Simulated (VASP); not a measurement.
Here is a VASP 6.6.1 calculation.

Contents of INCAR:

```
  ALGO = Normal
  EDIFF = 1E-6
  EDIFFG = -0.04
  ENCUT = 600
  GGA = PE
  IBRION = 2
  ISIF = 3
  ISMEAR = 0
  LASPH = True
  LCHARG = False
  LREAL = False
  LWAVE = False
  NELM = 60
  NSW = 90
  PREC = Accurate
  SIGMA = 0.1
```

File KPOINTS:

```
k-points
0
Gamma
  4 4 4
```

File POSCAR:

```
Ga3Cl
1.0
    4.2513822124      0.0000000000      0.0000000000
    0.0000000000      4.2513822124      0.0000000000
    0.0000000000      0.0000000000      4.2513822124
Ga Cl
3 1
Direct
    0.0000000000      0.5000000000      0.5000000000
    0.5000000000      0.0000000000      0.5000000000
    0.5000000000      0.5000000000      0.0000000000
    0.0000000000      0.0000000000      0.0000000000
```

Potentials or basis: VASP PAW PBE potentials, release 64 (Ga_d, Cl).

Command:

```sh
$ cat potpaw_PBE.64/Ga_d/POTCAR potpaw_PBE.64/Cl/POTCAR > POTCAR
$ mpirun -np 1 vasp_std > vasp.out
```

Task: Predict the band gap on the k mesh.

Result: Zero (band 23 reaches 4.36 eV, above the bottom of band 24 at 3.94 eV).

Task: Predict the space group after relaxing (to 0.05 Å).

Result: Pm-3m (No. 221).

Task: Estimate the relaxed volume.

Result: 23.29 Å³/atom.

Task: Predict the relaxed cell.

Result: a = 4.533 Å, b = 4.533 Å, c = 4.533 Å, α = 90.00°, β = 90.00°, γ = 90.00°.

The path:
```csv
step,energy change (eV),largest force (eV/Å),pressure (GPa),volume (Å³)
1,0.0000,0.0000,6.35,76.84
2,-0.2278,0.0000,2.54,85.62
3,-0.2756,0.0000,-0.19,93.15
```

Caveat: the k points lie up to 0.35 Å⁻¹ apart in the final cell; the volume moved by over 15 % at a fixed basis, so the end points are rough.
